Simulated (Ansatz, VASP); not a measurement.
## Two plane-wave programs on CrPb

```
Cr Pb
1.0
     3.43874    0.00000    3.43874
     0.00000    3.43874    3.43874
     0.00000    0.00000    6.87748
Cr Pb
2 2
Cartesian
  0.0000 0.0000 0.0000
  0.0000 0.0000 3.4387
  1.7194 1.7194 8.5968
  1.7194 1.7194 5.1581
```

Alike in both runs: task single point; functional PBEsol; k mesh 12 × 12 × 6; occupations gaussian, width 0.1 eV; collinear spin.

```csv
,VASP,Ansatz
version,VASP 6.6.1,Ansatz 0.2.0
potentials or method,"VASP PAW PBE potentials, release 64 (Cr_pv, Pb_d), cutoff 520 eV","scalar-relativistic, plane waves, PAW"
valence electrons in the cell,52,56
```

```csv
,VASP,Ansatz,Ansatz less VASP
gap on the k mesh at the Fermi level (eV),none,none,-
pressure (GPa),0.9,0.9,-0.01
net moment per atom (μB),0.00,0.00,0.000
size of the moment on the site where the two differ most (μB),3.60,3.69,+0.080
```

VASP's potentials were made for PBE, not for PBEsol. Site moments also hang on the region over which each program counts them. A gap of «none» marks a metal or a gap that the smearing closes. VASP's potentials hold 52 valence electrons a cell and Ansatz's 56, so a difference there can come from the potentials and not from the codes.

Neither program's run includes spin-orbit coupling.
